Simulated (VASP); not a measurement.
Si:

```xyz
1
Lattice="2.6623 -0.0362 -0.0068 -1.3625 2.2318 0.0419 -0.0064 0.0418 2.4878" Properties=species:S:1:pos:R:3 pbc="T T T"
Si    0.0000    0.0000    0.0000
```

| Quantity | Value |
| --- | --- |
| Program | VASP 6.6.1 |
| Task | relaxation of cell and atoms |
| Functional | PBE |
| Potentials or basis | VASP PAW PBE potentials, release 64 (Si) |
| Cutoff | 600 eV |
| k mesh | 12 × 12 × 11 |
| Occupations | fermi-dirac, width 0.05 eV |
| Spin | no spin polarisation |

At the start: pressure 3.4 GPa; volume 14.65 Å³/atom.

Q: How do energy, volume and symmetry change on relaxing?

A: Over 8 steps the energy falls by 12.3 meV/atom and the volume is 15.09 Å³/atom (+3.0 %); space group C2/m (No. 12, to 0.1 Å) before, Cmmm (No. 65, to 0.1 Å).

The path:
| step | energy change (eV) | largest force (eV/Å) | pressure (GPa) | volume (Å³) |
| --- | --- | --- | --- | --- |
| 1 | 0.0000 | 0.0000 | 3.37 | 14.65 |
| 2 | -0.0099 | 0.0000 | -1.70 | 15.31 |
| 3 | -0.0103 | 0.0000 | -0.89 | 15.19 |
| 4 | -0.0121 | 0.0000 | -0.09 | 15.09 |
| 5 | -0.0121 | 0.0000 | 0.06 | 15.07 |
| 6 | -0.0122 | 0.0000 | 0.05 | 15.07 |
| 7 | -0.0122 | 0.0000 | 0.05 | 15.07 |
| 8 | -0.0123 | 0.0000 | 0.01 | 15.09 |

Final structure:
```cif
data_structure
_symmetry_space_group_name_H-M 'P 1'
_symmetry_Int_Tables_number 1
_cell_length_a 2.7082
_cell_length_b 2.6098
_cell_length_c 2.4972
_cell_angle_alpha 90.015
_cell_angle_beta 89.990
_cell_angle_gamma 121.262
_cell_volume 15.09
loop_
_atom_site_label
_atom_site_type_symbol
_atom_site_fract_x
_atom_site_fract_y
_atom_site_fract_z
_atom_site_occupancy
Si1 Si 0.00000 0.00000 0.00000 1
```
